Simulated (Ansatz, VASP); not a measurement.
HgTe: VASP beside Ansatz

```
Hg Te
1.0
     0.00000    3.27782    3.27782
     3.27782    0.00000    3.27782
     3.27782    3.27782    0.00000
Hg Te
1 1
Cartesian
  0.0000 0.0000 0.0000
  1.6389 1.6389 1.6389
```

Alike in both runs: task single point; functional PBEsol; k mesh 6 × 6 × 6; occupations gaussian, width 0.05 eV; no spin polarisation.

|  | VASP | Ansatz |
| --- | --- | --- |
| version | VASP 6.6.1 | Ansatz 0.2.0 |
| potentials or method | VASP PAW PBE potentials, release 64 (Hg, Te), cutoff 520 eV | scalar-relativistic, plane waves, PAW |
| valence electrons in the cell | 18 | 36 |

Ansatz gave:

- gap on the k mesh at the Fermi level (eV): none
- pressure (GPa): -0.8

Question: Estimate VASP's values.

Answer: gap on the k mesh at the Fermi level (eV): none; pressure (GPa): -0.7.

VASP's potentials were made for PBE, not for PBEsol. A gap of «none» marks a metal or a gap that the smearing closes. The functional is the same, so the differences come from potentials, cutoffs and numerics. VASP's potentials hold 18 valence electrons a cell and Ansatz's 36, so a difference there can come from the potentials and not from the codes.

Spin-orbit coupling is off throughout.
